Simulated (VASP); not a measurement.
PbO:

```
Pb O
1.0
     0.00000    2.83174    2.83174
     2.83174    0.00000    2.83174
     2.83174    2.83174    0.00000
Pb O
1 1
Direct
  0.00000 0.00000 0.00000
  0.25000 0.25000 0.25000
```

| Quantity | Value |
| --- | --- |
| Program | VASP 6.6.1 |
| Task | relaxation of cell and atoms |
| Functional | PBEsol |
| Potentials or basis | VASP PAW PBE potentials, release 64 (Pb_d, O) |
| Cutoff | 600 eV |
| k mesh | 8 × 8 × 8 |
| Occupations | fermi-dirac, width 0.02 eV |
| Spin | no spin polarisation |

At the start: pressure -3.1 GPa; volume 22.71 Å³/atom.

Task: How do energy, volume and symmetry change on relaxing?

Result: Over 3 steps the energy falls by 10.9 meV/atom and the volume is 21.62 Å³/atom (-4.8 %); space group F-43m (No. 216, to 0.1 Å) before and after.

The path:
```
step  energy change (eV)  largest force (eV/Å)  pressure (GPa)  volume (Å³)
   1              0.0000                0.0000           -3.08        45.41
   2             -0.0197                0.0000            1.07        42.60
   3             -0.0218                0.0000            0.00        43.24
```

Final structure:
```cif
data_structure
_symmetry_space_group_name_H-M 'P 1'
_symmetry_Int_Tables_number 1
_cell_length_a 3.9397
_cell_length_b 3.9397
_cell_length_c 3.9397
_cell_angle_alpha 60.000
_cell_angle_beta 60.000
_cell_angle_gamma 60.000
_cell_volume 43.24
loop_
_atom_site_label
_atom_site_type_symbol
_atom_site_fract_x
_atom_site_fract_y
_atom_site_fract_z
_atom_site_occupancy
Pb1 Pb 0.00000 0.00000 0.00000 1
O1 O 0.25000 0.25000 0.25000 1
```

Caveat: the structure was generated, so it needn't be the stable form of PbO; the PAW data sets were made with another functional, which shifts forces and pressure a little.
